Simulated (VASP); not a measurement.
# SiNi (Pmmn) in VASP: single point with PBE

Aim: the single point of SiNi with PBE.

All numbers are computed with VASP 6.6.1; they aren't measurements. Logs are shortened: lines on timing, memory, paths and dates and some standing lists are left out, and cuts for length are marked.

### 1 The cell of the first run

The structure is orthorhombic, space group Pmmn (No. 59). Conventional cell: a = 3.074 Å, b = 3.215 Å, c = 4.732 Å, α = 90.00°, β = 90.00°, γ = 90.00°. Within 3.3 Å of Ni (site symmetry mm2) lie 6 Si at 2.36 to 2.39 Å and 8 Ni at 2.68 to 3.22 Å. Within 3.3 Å of Si (site symmetry mm2) lie 6 Ni at 2.36 to 2.39 Å and 8 Si at 2.67 to 3.22 Å.

### 2 Single point, PBE, non-collinear spin, typed start

File INCAR:

```
SYSTEM = SiNi
PREC = Accurate
ENCUT = 520
EDIFF = 1E-6
ISMEAR = -1
SIGMA = 0.1
LREAL = .False.
LASPH = .True.
NELM = 150
ALGO = Normal
ISIF = 2
LWAVE = .False.
LCHARG = .False.
LNONCOLLINEAR = .True.
MAGMOM = -1.901 0.49 0.383 0.948 1.388 -1.084 0 0 0 0 0 0
LORBIT = 11
LMAXMIX = 4
GGA = PE
NBANDS = 42
```

File KPOINTS:

```
Automatic mesh
0
Gamma
  5 6 4
  0 0 0
```

File POSCAR:

```
SiNi
1.0
    3.0743116778      0.0000000000      0.0000000000
    0.0000000000      3.2154766196      0.0000000000
    0.0000000000      0.0000000000      4.7321292121
Ni Si
2 2
Direct
    0.2500000000      0.2500000000      0.3422373747
    0.7500000000      0.7500000000      0.6577626253
    0.2500000000      0.2500000000      0.8437651678
    0.7500000000      0.7500000000      0.1562348322
```

Potentials or basis: VASP PAW PBE potentials, release 64 (Ni, Si).

Command:

```sh
> cat potpaw_PBE.64/Ni/POTCAR potpaw_PBE.64/Si/POTCAR > POTCAR
> mpirun -np 1 vasp_ncl > vasp.out
```

OUTCAR:

```text
SYSTEM = SiNi
   PREC = Accurate
   ENCUT = 520
   EDIFF = 1E-6
   ISMEAR = -1
   LREAL = .False.
   LASPH = .True.
   NELM = 150
   ISIF = 2
   LNONCOLLINEAR = .True.
   LORBIT = 11
   GGA = PE

 ion  position               nearest neighbor table
   1  0.250  0.250  0.342-   3 2.36   3 2.37   4 2.39   4 2.39   4 2.39   4 2.39   2 2.68   2 2.68
                             2 2.68   2 2.68
   2  0.750  0.750  0.658-   4 2.36   4 2.37   3 2.39   3 2.39   3 2.39   3 2.39   1 2.68   1 2.68
                             1 2.68   1 2.68
   3  0.250  0.250  0.844-   1 2.36   1 2.37   2 2.39   2 2.39   2 2.39   2 2.39   4 2.67   4 2.67
                             4 2.67   4 2.67
   4  0.750  0.750  0.156-   2 2.36   2 2.37   1 2.39   1 2.39   1 2.39   1 2.39   3 2.67   3 2.67
                             3 2.67   3 2.67

  LATTYP: Found a simple orthorhombic cell.
 ALAT       =     3.0743116778
 B/A-ratio  =     1.0459175765
 C/A-ratio  =     1.5392483613

  Lattice vectors:

 A1 = (   3.0743116778,   0.0000000000,   0.0000000000)
 A2 = (   0.0000000000,   3.2154766196,   0.0000000000)
 A3 = (   0.0000000000,   0.0000000000,   4.7321292121)

Analysis of symmetry for initial positions (statically):
=====================================================================
 Subroutine PRICEL returns:
 Original cell was already a primitive cell.

 Routine SETGRP: Setting up the symmetry group for a
 simple orthorhombic supercell.

 Subroutine GETGRP returns: Found  8 space group operations
 (whereof  2 operations were pure point group operations)
 out of a pool of  8 trial point group operations.

The static configuration has the point symmetry S_2 .
 The point group associated with its full space group is D_2h.

Analysis of symmetry for dynamics (positions and initial velocities):
=====================================================================
 Subroutine PRICEL returns:
 Original cell was already a primitive cell.

 Routine SETGRP: Setting up the symmetry group for a
 simple orthorhombic supercell.

 Subroutine GETGRP returns: Found  8 space group operations
 (whereof  2 operations were pure point group operations)
 out of a pool of  8 trial point group operations.

The dynamic configuration has the point symmetry S_2 .
 The point group associated with its full space group is D_2h.

Analysis of structural, dynamic, and magnetic symmetry:
=====================================================================
 Subroutine PRICEL returns:
 Original cell was already a primitive cell.

 Routine SETGRP: Setting up the symmetry group for a
 simple orthorhombic supercell.

 Subroutine GETGRP returns: Found  1 space group operations
 (whereof  1 operations were pure point group operations)
 out of a pool of  8 trial point group operations.

The overall configuration has the point symmetry C_1 .

 Subroutine INISYM returns: Found  1 space group operations
 (whereof  1 operations are pure point group operations),
 and found     1 'primitive' translations

----------------------------------------------------------------------------------------

                                     Primitive cell

  volume of cell :      46.7789

  direct lattice vectors                    reciprocal lattice vectors
     3.074311678  0.000000000  0.000000000     0.325276063  0.000000000  0.000000000
     0.000000000  3.215476620  0.000000000     0.000000000  0.310995886  0.000000000
     0.000000000  0.000000000  4.732129212     0.000000000  0.000000000  0.211321364

  length of vectors
     3.074311678  3.215476620  4.732129212     0.325276063  0.310995886  0.211321364

  position of ions in fractional coordinates (direct lattice)
     0.250000000  0.250000000  0.342237375
     0.750000000  0.750000000  0.657762625
     0.250000000  0.250000000  0.843765168
     0.750000000  0.750000000  0.156234832

  ion indices of the primitive-cell ions
   primitive index   ion index
                 1           1
                 2           2
                 3           3
                 4           4

[... 52 lines left out ...]
 [... further k-points ...]
   k-points           NKPTS =    120   k-points in BZ     NKDIM =    120   number of bands    NBANDS=     42
   number of dos      NEDOS =    301   number of ions     NIONS =      4
   total plane-waves  NPLWV =  20736
   dimension x,y,z NGX =    24 NGY =   24 NGZ =   36
   dimension x,y,z NGXF=    48 NGYF=   48 NGZF=   72
   ions per type =               2   2
   NGX,Y,Z   is equivalent  to a cutoff of  12.98, 12.41, 12.65 a.u.
   NGXF,Y,Z  is equivalent  to a cutoff of  25.96, 24.82, 25.29 a.u.
 SYSTEM =  SiNi
   PREC   = accura    normal or accurate (medium, high low for compatibility)
   ISTART =      0    job   : 0-new  1-cont  2-samecut
   ICHARG =      2    charge: 1-file 2-atom 10-const
   ISPIN  =      1    spin polarized calculation?
   LNONCOLLINEAR =      T non collinear calculations
   LSORBIT =      F    spin-orbit coupling
   LASPH  =      T    aspherical Exc in radial PAW
   ENCUT  =  520.0 eV  38.22 Ry    6.18 a.u.   5.72  5.98  8.80*2*pi/ulx,y,z
   NELM   =    150;   NELMIN=  2; NELMDL= -5     # of ELM steps
   EDIFF  = 0.1E-05   stopping-criterion for ELM
   LREAL  =      F    real-space projection
   EDIFFG = 0.1E-04   stopping-criterion for IOM
   NSW    =      0    number of steps for IOM
   IBRION =     -1    ionic relax: 0-MD 1-quasi-New 2-CG
   NFREE  =      0    steps in history (QN), initial steepest desc. (CG)
   ISIF   =      2    stress and relaxation
   ISYM   =      2    0-nonsym 1-usesym 2-fastsym
   POTIM  = 0.5000    time-step for ionic-motion
   TEBEG  =    0.0;   TEEND  =   0.0 temperature during run
   PSTRESS=    0.0 pullay stress
   NELECT =      28.0000    total number of electrons
   NUPDOWN=      -1.0000    fix difference up-down
   EMIN   =  10.00;   EMAX   =-10.00  energy-range for DOS
   EFERMI =   0.00;   METHOD = LEGACY
   ISMEAR =    -1;   SIGMA  =   0.10  broadening in eV -4-tet -1-fermi 0-gaus
   EFERMI_NEDOS =   21; number of points for ismear=-14 and -15
   IALGO  =     38    algorithm
   IMIX   =      4    mixing-type and parameters
     AMIX     =   0.40;   BMIX     =  1.00
     AMIX_MAG =   1.60;   BMIX_MAG =  1.00
  volume/ion in A,a.u.               =      11.69        78.92
  Fermi-wavevector in a.u.,A,eV,Ry     =   1.379677  2.607212 25.898823  1.903510
  Thomas-Fermi vector in A             =   2.504625
   LORBIT       =     11    0 simple, 1 ext, 2 COOP (PROOUT), +10 PAW based schemes
   GGA     = PE    functional components
   LHFCALC =     F    Hartree Fock is set to
   AEXX    =    0.0000 exact exchange contribution
   IVDW    =     0    specifies the selected vdW correction
   LEPSILON=     F    determine dielectric tensor
   LRPA    =     F    only Hartree local field effects (RPA)
  energy-cutoff  :      520.00
  volume of cell :       46.78
 maximum number of plane-waves:      2544
   NGX = 11   NGY = 11   NGZ = 17

 number of electron      28.0000012 magnetization      -0.0000285      0.0000101      0.0000044

 number of electron      28.0000012 magnetization      -0.0000070      0.0000061     -0.0000010

 Free energy of the ion-electron system (eV)
  ---------------------------------------------------
  ext. energy  EPLUGINS =         0.00000000
  ---------------------------------------------------
  free energy    TOTEN  =       -23.66265180 eV

  energy without entropy =      -23.63870050  energy(sigma->0) =      -23.65067615

 E-fermi :  11.1436     XC(G=0): -12.4310

 val. band max:       11.0287942549   @ k =   0.2000   0.0000  -0.2500
 cond. band min:      11.2817120881   @ k =  -0.4000  -0.3333   0.0000
 fundamental gap:      0.2529178332
 Fermi energy:        11.1435760888

 k-point     1 :       0.0000    0.0000    0.0000
  band No.  band energies     occupation
      1      -2.6100      1.00000
      2      -2.6100      1.00000
      3       3.1152      1.00000
      4       3.1152      1.00000
      5       4.7580      1.00000
      6       4.7580      1.00000
[... 1021 lines left out ...]
     39      15.8147      0.00000
     40      15.8147      0.00000

 [... further k-points ...]

 [bands above 40 left out]

------------------------ aborting loop because EDIFF is reached ----------------------------------------

  FORCE on cell =-STRESS in cart. coord.  units (eV):
  Direction    XX          YY          ZZ          XY          YZ          ZX
  --------------------------------------------------------------------------------------
  -------------------------------------------------------------------------------------
  Total        0.0024758     -0.0030203      0.0570139      0.0000016     -0.0000015     -0.0000033
  in kB        0.0847965     -0.1034446      1.9527276      0.0000562     -0.0000529     -0.0001132
  external PRESSURE =       0.6446932 kB  Pullay stress =       0.0000000 kB

 VOLUME and BASIS-vectors are now :
 -----------------------------------------------------------------------------
  energy-cutoff  :      520.00
  volume of cell :       46.78
      direct lattice vectors                 reciprocal lattice vectors
     3.074311678  0.000000000  0.000000000     0.325276063  0.000000000  0.000000000
     0.000000000  3.215476620  0.000000000     0.000000000  0.310995886  0.000000000
     0.000000000  0.000000000  4.732129212     0.000000000  0.000000000  0.211321364

 POSITION                                       TOTAL-FORCE (eV/Angst)
 -----------------------------------------------------------------------------------
      0.76858      0.80387      1.61951        -0.000001      0.000000      0.006492
      2.30573      2.41161      3.11262         0.000001     -0.000001     -0.006487
      0.76858      0.80387      3.99281         0.000001      0.000001      0.002431
      2.30573      2.41161      0.73932        -0.000000     -0.000001     -0.002436
 -----------------------------------------------------------------------------------
    total drift:                               -0.000000     -0.000001      0.000029

  FREE ENERGIE OF THE ION-ELECTRON SYSTEM (eV)
  ---------------------------------------------------
  free  energy   TOTEN  =       -23.6626518040 eV

  energy  without entropy=      -23.6387005043  energy(sigma->0) =      -23.65067615

 total charge

# of ion       s       p       d       tot
------------------------------------------
    1        0.470   0.589   8.458   9.517
    2        0.470   0.589   8.458   9.517
    3        0.750   0.849   0.000   1.599
    4        0.750   0.849   0.000   1.599
--------------------------------------------------
tot          2.440   2.875  16.916  22.232

 magnetization (x)

# of ion       s       p       d       tot
------------------------------------------
    1        0.000   0.000  -0.000  -0.000
    2       -0.000  -0.000   0.000   0.000
    3       -0.000  -0.000   0.000  -0.000
    4        0.000   0.000   0.000   0.000
--------------------------------------------------
tot          0.000   0.000  -0.000  -0.000

 magnetization (y)

# of ion       s       p       d       tot
------------------------------------------
    1        0.000   0.000  -0.000  -0.000
    2       -0.000  -0.000   0.000   0.000
    3        0.000  -0.000   0.000   0.000
    4        0.000   0.000   0.000   0.000
--------------------------------------------------
tot          0.000   0.000   0.000   0.000

 magnetization (z)

# of ion       s       p       d       tot
------------------------------------------
    1       -0.000  -0.000   0.000   0.000
    2        0.000   0.000  -0.000  -0.000
    3       -0.000   0.000   0.000   0.000
    4       -0.000  -0.000   0.000  -0.000
--------------------------------------------------
tot         -0.000  -0.000   0.000   0.000
```

Run time: 13 min. Hardware: 1 thread of Oxide Virtual Turin-like, shared host; peak memory 0.42 GiB.

Results:

- Free energy: -23.6627 eV
- Pressure: 0.1 GPa
- Largest force: 0.006 eV/Å
- Band gap on the k mesh: zero (bands 28 and 29 overlap by 2.55 eV)
- Net moment: 0.00 μB per cell
- Valence electrons inside the program's atomic spheres: Ni 9.52; Si 1.60

Forces in eV/Å, atoms in the order of the input:
```
Ni   0.000  0.000  0.006
Ni   0.000  0.000 -0.006
Si   0.000  0.000  0.002
Si   0.000  0.000 -0.002
```

Levels at points of the mesh, in eV from the Fermi level:
```
           k point  band 24  band 25  band 26  band 27  band 28  band 29  band 30  band 31  band 32  band 33
(0.00, 0.00, 0.00)    -1.92    -1.87    -1.87    -0.61    -0.61     0.44     0.44     3.37     3.37     4.77
(0.00, 0.50, 0.00)    -2.22    -1.90    -1.90    -1.90    -1.90     1.35     1.35     1.35     1.35     4.39
(0.00, 0.00, 0.50)    -1.97     1.51     1.51     2.13     2.13     2.23     2.23     2.45     2.45     2.96
(0.00, 0.50, 0.50)    -1.97    -1.76    -1.76    -1.76    -1.76     4.74     4.74     4.74     4.74     5.30
```

Moments on the atoms (μB; x, y, z):
```
Ni  0.00 0.00 0.00
Ni  0.00 0.00 0.00
Si  0.00 0.00 0.00
Si  0.00 0.00 0.00
```

Caveat: the k points lie up to 0.41 Å⁻¹ apart, too coarse for converged energies and pressures of a metal.

The gap in the log of VASP goes by the Fermi energy; the results here count the filled bands.